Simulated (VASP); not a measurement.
Wanted: the native input for a VASP 6.6.1 run.

* Task: single point
* Functional: HSE06
* Potentials or basis: VASP PAW PBE potentials, release 64 (Na_pv, Cl)
* Cutoff: 520 eV
* k mesh: 6 × 6 × 6
* Occupations: gaussian, width 0.01 eV
* Spin: no spin polarisation
* Dipole correction: no
* Grid for exact exchange (PRECFOCK): Normal
* Further INCAR settings: ALGO = Normal; EDIFF = 1e-06; NBANDS = 14
* Share of exact exchange: 0.25
* Screening parameter: 0.2079 1/Å

The system is NaCl.

```
Na Cl
1.0
    -0.02532    3.06196    3.06196
     3.06196   -0.02532    3.06196
     3.06196    3.06196   -0.02532
Na Cl
1 1
Cartesian
  -0.0060 -0.0060 -0.0060
  1.5306 1.5306 1.5306
```

This cell differs from its parent crystal: strain along [111] -1.2%.

These files were run (other wordings do the same):

POSCAR

```
NaCl
1.0
   -0.0253156368      3.0619571407      3.0619571407
    3.0619571407     -0.0253156368      3.0619571407
    3.0619571407      3.0619571407     -0.0253156368
Na Cl
1 1
Direct
   -0.0009782326     -0.0009782326     -0.0009782326
    0.2509782326      0.2509782326      0.2509782326
```

INCAR.step1

```
SYSTEM = NaCl
ALGO = Normal ; EDIFF = 1E-5
ENCUT = 520 ; GGA = PE
ISIF = 2 ; ISMEAR = 0
LASPH = .True. ; LCHARG = .False.
LREAL = .False. ; LWAVE = .True.
NBANDS = 14 ; NELM = 100
PREC = Accurate ; SIGMA = 0.01
```

INCAR.step2

```
SYSTEM = NaCl
ALGO = Normal ; EDIFF = 1E-6
ENCUT = 520 ; GGA = PE
HFSCREEN = 0.2079 ; ISIF = 2
ISMEAR = 0 ; ISTART = 1
LASPH = .True. ; LCHARG = .False.
LHFCALC = .True. ; LREAL = .False.
LWAVE = .False. ; NBANDS = 14
NELM = 100 ; PREC = Accurate
PRECFOCK = Normal ; SIGMA = 0.01
```

KPOINTS

```
k-points
0
Gamma
  6 6 6
  0 0 0
```

Potentials or basis: VASP PAW PBE potentials, release 64 (Na_pv, Cl).

Launch:

```sh
$ cat potpaw_PBE.64/Na_pv/POTCAR potpaw_PBE.64/Cl/POTCAR > POTCAR
$ cp INCAR.step1 INCAR
$ mpirun -np 1 vasp_std > vasp.out
$ cp INCAR.step2 INCAR
$ mpirun -np 1 vasp_std > vasp.out
```

Results of the run:

* Pressure: 0.6 GPa
* Band gap on the k mesh: 6.25 eV

Caveat: the cell differs from its parent crystal (strain along [111] -1.2%); the PAW data sets were made with another functional, which shifts forces and pressure a little.

Run time: 58 min on 1 thread of Intel(R) Xeon(R) Platinum 8259CL CPU @ 2.50GHz (Skylake/Cascade Lake) (shared host), peak memory 0.31 GiB.
